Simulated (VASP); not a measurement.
# ZnS (I-4m2) in VASP: further runs

Runs on ZnS. Level: PBE. Tasks: single point.

Program: VASP 6.6.1. These are calculated values, not measurements. Logs are shortened: lines on timing, memory, paths and dates and some standing lists are left out, and cuts for length are marked.

### Step 1. The cell of the first run

It takes space group I-4m2 (No. 119, tetragonal). The conventional cell has a = 3.825 Å, b = 3.825 Å, c = 5.626 Å, α = 90.00°, β = 90.00°, γ = 90.00°. Within 3.1 Å of Zn (site symmetry -4m2) lie 4 S at 2.37 Å. Within 3.1 Å of S (site symmetry -4m2) lie 4 Zn at 2.37 Å.

### Step 2. Single point, PBE (strain +0.000 along x and y, +0.040 along z)

The input, INCAR:

```
PREC = Accurate
ENCUT = 520
EDIFF = 1E-6
ISMEAR = 0
SIGMA = 0.05
LREAL = False
LASPH = True
NELM = 60
ALGO = Normal
ISIF = 2
LWAVE = False
LCHARG = True
GGA = PE
LELF = True
LVHAR = True
NBANDS = 16
```

The input, KPOINTS:

```
regular mesh
0
Gamma
  10 10 10
```

The input, POSCAR:

```
ZnS
1.0
    0.0000000000      2.7046500000      2.8128360000
    2.7046500000      0.0000000000      2.8128360000
    2.7046500000      2.7046500000      0.0000000000
Zn S
1 1
Direct
    0.0000000000      0.0000000000      0.0000000000
    0.7500000000      0.7500000000      0.7500000000
```

Potentials or basis: VASP PAW PBE potentials, release 64 (Zn, S).

Command:

```console
> cat potpaw_PBE.64/Zn/POTCAR potpaw_PBE.64/S/POTCAR > POTCAR
> mpirun -np 1 vasp_std > vasp.out
```

OUTCAR:

```text
PREC = Accurate
   ENCUT = 520
   EDIFF = 1E-6
   ISMEAR = 0
   LREAL = False
   LASPH = True
   NELM = 60
   ISIF = 2
   GGA = PE

 ion  position               nearest neighbor table
   1  0.000  0.000  0.000-   2 2.37   2 2.37   2 2.37   2 2.37
   2  0.750  0.750  0.750-   1 2.37   1 2.37   1 2.37   1 2.37

  LATTYP: Found a body centered tetragonal cell.
 ALAT       =     3.8249527115
 C/A-ratio  =     1.4707821049

  Lattice vectors:

 A1 = (  -2.7046500000,   0.0000000000,   2.8128360000)
 A2 = (   2.7046500000,   0.0000000000,   2.8128360000)
 A3 = (   0.0000000000,   2.7046500000,  -2.8128360000)

Analysis of symmetry for initial positions (statically):
=====================================================================
 Subroutine PRICEL returns:
 Original cell was already a primitive cell.

 Routine SETGRP: Setting up the symmetry group for a
 body centered tetragonal supercell.

 Subroutine GETGRP returns: Found  8 space group operations
 (whereof  8 operations were pure point group operations)
 out of a pool of 16 trial point group operations.

The static configuration has the point symmetry D_2d.

Analysis of symmetry for dynamics (positions and initial velocities):
=====================================================================
 Subroutine PRICEL returns:
 Original cell was already a primitive cell.

 Routine SETGRP: Setting up the symmetry group for a
 body centered tetragonal supercell.

 Subroutine GETGRP returns: Found  8 space group operations
 (whereof  8 operations were pure point group operations)
 out of a pool of 16 trial point group operations.

The dynamic configuration has the point symmetry D_2d.

 Subroutine INISYM returns: Found  8 space group operations
 (whereof  8 operations are pure point group operations),
 and found     1 'primitive' translations

----------------------------------------------------------------------------------------

                                     Primitive cell

  volume of cell :      41.1525

  direct lattice vectors                    reciprocal lattice vectors
     0.000000000  2.704650000  2.812836000    -0.184866803  0.184866803  0.177756542
     2.704650000  0.000000000  2.812836000     0.184866803 -0.184866803  0.177756542
     2.704650000  2.704650000  0.000000000     0.184866803  0.184866803 -0.177756542

  length of vectors
     3.902201684  3.902201684  3.824952711     0.316146893  0.316146893  0.316146893

  position of ions in fractional coordinates (direct lattice)
     0.000000000  0.000000000  0.000000000
     0.750000000  0.750000000  0.750000000

  ion indices of the primitive-cell ions
   primitive index   ion index
                 1           1
                 2           2

----------------------------------------------------------------------------------------

 KPOINTS: regular mesh

Automatic generation of k-mesh.
 Grid dimensions read from file:
 generate k-points for:   10   10   10

 Generating k-lattice:

  Cartesian coordinates                     Fractional coordinates (reciprocal lattice)
    -0.018486680  0.018486680  0.017775654     0.100000000 -0.000000000  0.000000000
     0.018486680 -0.018486680  0.017775654    -0.000000000  0.100000000  0.000000000
     0.018486680  0.018486680 -0.017775654     0.000000000  0.000000000  0.100000000

  Length of vectors
     0.031614689  0.031614689  0.031614689

  Shift w.r.t. Gamma in fractional coordinates (k-lattice)
     0.000000000  0.000000000  0.000000000

 Subroutine IBZKPT returns following result:
 ===========================================

 Found    102 irreducible k-points:

 Following reciprocal coordinates:
            Coordinates               Weight
  0.000000  0.000000  0.000000      1.000000
  0.100000 -0.000000  0.000000      8.000000
  0.200000 -0.000000  0.000000      8.000000
  0.300000  0.000000  0.000000      8.000000
  0.400000  0.000000  0.000000      8.000000
  0.500000  0.000000  0.000000      4.000000
[... 16 lines left out ...]
  0.300000  0.300000  0.000000      2.000000
  0.400000  0.300000  0.000000      8.000000
 [... further k-points ...]
   k-points           NKPTS =    102   k-points in BZ     NKDIM =    102   number of bands    NBANDS=     16
   number of dos      NEDOS =    301   number of ions     NIONS =      2
   total plane-waves  NPLWV =  25200
   dimension x,y,z NGX =    30 NGY =   30 NGZ =   28
   dimension x,y,z NGXF=    60 NGYF=   60 NGZF=   56
   ions per type =               1   1
   NGX,Y,Z   is equivalent  to a cutoff of  12.78, 12.78, 12.17 a.u.
   NGXF,Y,Z  is equivalent  to a cutoff of  25.56, 25.56, 24.34 a.u.
 SYSTEM =  unknown system
   PREC   = accura    normal or accurate (medium, high low for compatibility)
   ISTART =      0    job   : 0-new  1-cont  2-samecut
   ICHARG =      2    charge: 1-file 2-atom 10-const
   ISPIN  =      1    spin polarized calculation?
   LNONCOLLINEAR =      F non collinear calculations
   LSORBIT =      F    spin-orbit coupling
   LASPH  =      T    aspherical Exc in radial PAW
   ENCUT  =  520.0 eV  38.22 Ry    6.18 a.u.   7.26  7.26  7.11*2*pi/ulx,y,z
   NELM   =     60;   NELMIN=  2; NELMDL= -5     # of ELM steps
   EDIFF  = 0.1E-05   stopping-criterion for ELM
   LREAL  =      F    real-space projection
   EDIFFG = 0.1E-04   stopping-criterion for IOM
   NSW    =      0    number of steps for IOM
   IBRION =     -1    ionic relax: 0-MD 1-quasi-New 2-CG
   NFREE  =      0    steps in history (QN), initial steepest desc. (CG)
   ISIF   =      2    stress and relaxation
   ISYM   =      2    0-nonsym 1-usesym 2-fastsym
   POTIM  = 0.5000    time-step for ionic-motion
   TEBEG  =    0.0;   TEEND  =   0.0 temperature during run
   PSTRESS=    0.0 pullay stress
   NELECT =      18.0000    total number of electrons
   NUPDOWN=      -1.0000    fix difference up-down
   EMIN   =  10.00;   EMAX   =-10.00  energy-range for DOS
   EFERMI =   0.00;   METHOD = LEGACY
   ISMEAR =     0;   SIGMA  =   0.05  broadening in eV -4-tet -1-fermi 0-gaus
   EFERMI_NEDOS =   21; number of points for ismear=-14 and -15
   IALGO  =     38    algorithm
   IMIX   =      4    mixing-type and parameters
     AMIX     =   0.40;   BMIX     =  1.00
     AMIX_MAG =   1.60;   BMIX_MAG =  1.00
  volume/ion in A,a.u.               =      20.58       138.86
  Fermi-wavevector in a.u.,A,eV,Ry     =   1.242701  2.348365 21.011572  1.544307
  Thomas-Fermi vector in A             =   2.377044
   LORBIT       =      0    0 simple, 1 ext, 2 COOP (PROOUT), +10 PAW based schemes
   GGA     = PE    functional components
   LHFCALC =     F    Hartree Fock is set to
   AEXX    =    0.0000 exact exchange contribution
   IVDW    =     0    specifies the selected vdW correction
   LEPSILON=     F    determine dielectric tensor
   LRPA    =     F    only Hartree local field effects (RPA)
 non-spin polarized calculation
 Gauss-broadening in eV      SIGMA  =   0.05
  energy-cutoff  :      520.00
  volume of cell :       41.15
 maximum number of plane-waves:      1126
 NGX is ok and might be reduce to    30
   NGX = 15   NGY = 15   NGZ = 15

 number of electron      17.9999999 magnetization

 Free energy of the ion-electron system (eV)
  ---------------------------------------------------
  ext. energy  EPLUGINS =         0.00000000
  ---------------------------------------------------
  free energy    TOTEN  =        -6.84425464 eV

  energy without entropy =       -6.84425464  energy(sigma->0) =       -6.84425464

 E-fermi :   1.9946     XC(G=0):  -9.4346

 val. band max:        1.7691333718   @ k =   0.0000   0.0000   0.0000
 cond. band min:       3.6474658131   @ k =   0.0000   0.0000   0.0000
 fundamental gap:      1.8783324413
 Fermi energy:         1.9945726311

 k-point     1 :       0.0000    0.0000    0.0000
  band No.  band energies     occupation
      1     -11.1295      2.00000
      2      -4.4718      2.00000
      3      -4.4485      2.00000
      4      -4.4485      2.00000
      5      -4.0134      2.00000
      6      -4.0049      2.00000
[... 8 lines left out ...]
     15      13.4182      0.00000
     16      13.7574      0.00000

 k-point     2 :       0.1000   -0.0000    0.0000
  band No.  band energies     occupation
      1     -11.0593      2.00000
      2      -4.4639      2.00000
      3      -4.4423      2.00000
      4      -4.4356      2.00000
      5      -4.0137      2.00000
      6      -4.0067      2.00000
[... 8 lines left out ...]
     15      13.2793      0.00000
     16      13.9603      0.00000

 k-point     3 :       0.2000   -0.0000    0.0000
  band No.  band energies     occupation
      1     -10.8662      2.00000
      2      -4.4388      2.00000
      3      -4.4151      2.00000
      4      -4.4033      2.00000
      5      -4.0110      2.00000
      6      -4.0089      2.00000
[... 8 lines left out ...]
     15      12.7697      0.00000
     16      14.1576      0.00000

 k-point     4 :       0.3000    0.0000    0.0000
  band No.  band energies     occupation
      1     -10.6054      2.00000
      2      -4.3943      2.00000
      3      -4.3680      2.00000
      4      -4.3369      2.00000
      5      -4.0050      2.00000
      6      -3.9995      2.00000
[... 8 lines left out ...]
     15      12.9820      0.00000
     16      13.6491      0.00000
[... 324 lines left out ...]
 k-point    22 :      -0.2000    0.2000    0.0000
  band No.  band energies     occupation
      1     -10.5090      2.00000
      2      -4.3805      2.00000
      3      -4.3478      2.00000
      4      -4.3257      2.00000
      5      -4.0291      2.00000
      6      -3.9617      2.00000
[... 8 lines left out ...]
     15      14.5693      0.00000
     16      15.9417      0.00000

 k-point    23 :       0.3000    0.3000    0.0000
  band No.  band energies     occupation
      1     -10.4596      2.00000
      2      -4.4882      2.00000
      3      -4.2655      2.00000
      4      -4.2655      2.00000
      5      -4.0467      2.00000
      6      -3.9669      2.00000
[... 8 lines left out ...]
     15      14.7167      0.00000
     16      17.9836      0.00000

 k-point    24 :       0.4000    0.3000    0.0000
  band No.  band energies     occupation
      1     -10.2788      2.00000
      2      -4.4509      2.00000
      3      -4.2254      2.00000
      4      -4.2162      2.00000
      5      -4.0007      2.00000
      6      -3.9619      2.00000
[... 8 lines left out ...]
     15      15.1197      0.00000
     16      17.2041      0.00000

 [... further k-points ...]

------------------------ aborting loop because EDIFF is reached ----------------------------------------

  FORCE on cell =-STRESS in cart. coord.  units (eV):
  Direction    XX          YY          ZZ          XY          YZ          ZX
  --------------------------------------------------------------------------------------
  -------------------------------------------------------------------------------------
  Total       -0.1716273     -0.1716273     -0.6173242      0.0000000     -0.0000000     -0.0000000
  in kB       -6.6819060     -6.6819060    -24.0340722      0.0000000     -0.0000000     -0.0000000
  external PRESSURE =     -12.4659614 kB  Pullay stress =       0.0000000 kB

 VOLUME and BASIS-vectors are now :
 -----------------------------------------------------------------------------
  energy-cutoff  :      520.00
  volume of cell :       41.15
      direct lattice vectors                 reciprocal lattice vectors
     0.000000000  2.704650000  2.812836000    -0.184866803  0.184866803  0.177756542
     2.704650000  0.000000000  2.812836000     0.184866803 -0.184866803  0.177756542
     2.704650000  2.704650000  0.000000000     0.184866803  0.184866803 -0.177756542

 POSITION                                       TOTAL-FORCE (eV/Angst)
 -----------------------------------------------------------------------------------
      0.00000      0.00000      0.00000         0.000000      0.000000      0.000000
      4.05697      4.05697      4.21925        -0.000000     -0.000000      0.000000
 -----------------------------------------------------------------------------------
    total drift:                                0.000001      0.000001     -0.000017

  FREE ENERGIE OF THE ION-ELECTRON SYSTEM (eV)
  ---------------------------------------------------
  free  energy   TOTEN  =        -6.8442546408 eV

  energy  without entropy=       -6.8442546408  energy(sigma->0) =       -6.84425464
```

Wall time 2 min (1 thread of Intel Xeon 8259CL, shared host); peak memory 0.21 GiB.

Results:

- Free energy: -6.8443 eV
- Pressure: -1.2 GPa
- Band gap on the k mesh: 1.88 eV, direct

Caveat: the cell differs from its parent crystal (strain +0.000 along x and y, +0.040 along z).

### Step 3. Single point, PBE (strain +0.040 along x and y, +0.080 along z)

The input, INCAR:

```
SYSTEM = ZnS
PREC = Accurate
ENCUT = 520
EDIFF = 1E-7
ISMEAR = 0
SIGMA = 0.05
LREAL = .False.
LASPH = .True.
NELM = 100
ALGO = Normal
ISIF = 2
LWAVE = .False.
LCHARG = .True.
GGA = PE
LELF = .True.
LVHAR = .True.
NBANDS = 16
```

The input, KPOINTS:

```
Automatic mesh
0
Gamma
  10 10 10
  0 0 0
```

The input, POSCAR:

```
ZnS
1.0
    0.0000000000      2.8128360000      2.9210220000
    2.8128360000      0.0000000000      2.9210220000
    2.8128360000      2.8128360000      0.0000000000
Zn S
1 1
Direct
    0.0000000000      0.0000000000      0.0000000000
    0.7500000000      0.7500000000      0.7500000000
```

Potentials or basis: VASP PAW PBE potentials, release 64 (Zn, S).

Command:

```console
> cat potpaw_PBE.64/Zn/POTCAR potpaw_PBE.64/S/POTCAR > POTCAR
> mpirun -np 1 vasp_std > vasp.out
```

Wall time 2.3 min (1 thread of Intel Xeon 8259CL, shared host); peak memory 0.22 GiB.

It converged, with:

```yaml
Free_energy: -6.7059 eV
Pressure: -6.9 GPa
Band_gap_on_the_k_mesh: 1.40 eV, direct
```

Stress tensor (GPa, compression positive):
```
-6.37  0.00  0.00
 0.00 -6.37  0.00
 0.00  0.00 -8.05
```

Levels at points of the mesh, in eV from the valence-band top:
```
           k point  band 6  band 7  band 8  band 9  band 10  band 11  band 12  band 13
(0.00, 0.00, 0.00)   -5.56   -0.12    0.00    0.00     1.40     6.41     6.41     6.42
(0.50, 0.00, 0.00)   -5.41   -4.37   -0.79   -0.61     2.91     6.80     7.06     8.18
(0.50, 0.50, 0.00)   -5.43   -4.13   -1.63   -1.63     3.78     4.15     9.70    10.90
(0.50, 0.00, 0.50)   -5.38   -3.93   -1.82   -1.77     3.63     3.83    10.04    10.65
```

Caveat: the cell differs from its parent crystal (strain +0.040 along x and y, +0.080 along z).
